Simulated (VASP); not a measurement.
**ScF3: single point with LDA**

The system is ScF3.

```
Sc F
1.0
     4.06292   -0.43478   -0.43478
    -0.43478    4.06292   -0.43478
    -0.43478   -0.43478    4.06292
Sc F
1 3
Direct
  0.00000 0.00000 0.00000
  0.50000 0.00000 0.00000
  0.00000 0.50000 0.00000
  0.00000 0.00000 0.50000
```

This cell differs from its parent crystal: ratio of the length along [111] to the lengths across it x 0.71, volume and fractional coordinates fixed.

```
Program             : VASP 6.6.1
Task                : single point
Functional          : LDA
Potentials or basis : VASP PAW LDA potentials, release 64 (Sc_sv, F)
Cutoff              : 520 eV
k mesh              : 6 × 6 × 6
Occupations         : gaussian, width 0.05 eV
Spin                : no spin polarisation
```

The pressure is -7.0 GPa and the band gap on the k mesh is 4.95 eV, indirect (least direct gap 5.07 eV).

Stress tensor (GPa, compression positive):
```
-7.02  4.12  4.12
 4.12 -7.02  4.12
 4.12  4.12 -7.02
```

Levels at points of the mesh, in eV from the valence-band top:
```
           k point  band 13  band 14  band 15  band 16  band 17  band 18  band 19  band 20
(0.00, 0.00, 0.00)    -1.24    -0.37    -0.11    -0.11     4.95     5.29     5.29     6.82
(0.50, 0.00, 0.00)    -1.31    -1.28    -0.87    -0.21     5.30     6.05     6.14     6.93
(0.50, 0.50, 0.00)    -1.18    -1.18    -1.16    -0.05     5.88     6.33     6.61     7.50
(0.50, 0.50, 0.50)    -1.91    -0.09    -0.09     0.00     6.44     6.82     6.82     9.41
```

Wall time 16 s on 1 thread of Intel(R) Xeon(R) 6975P-C (Granite Rapids), with other jobs on the host, peak memory 0.17 GiB.

 A k mesh can miss the band edges.
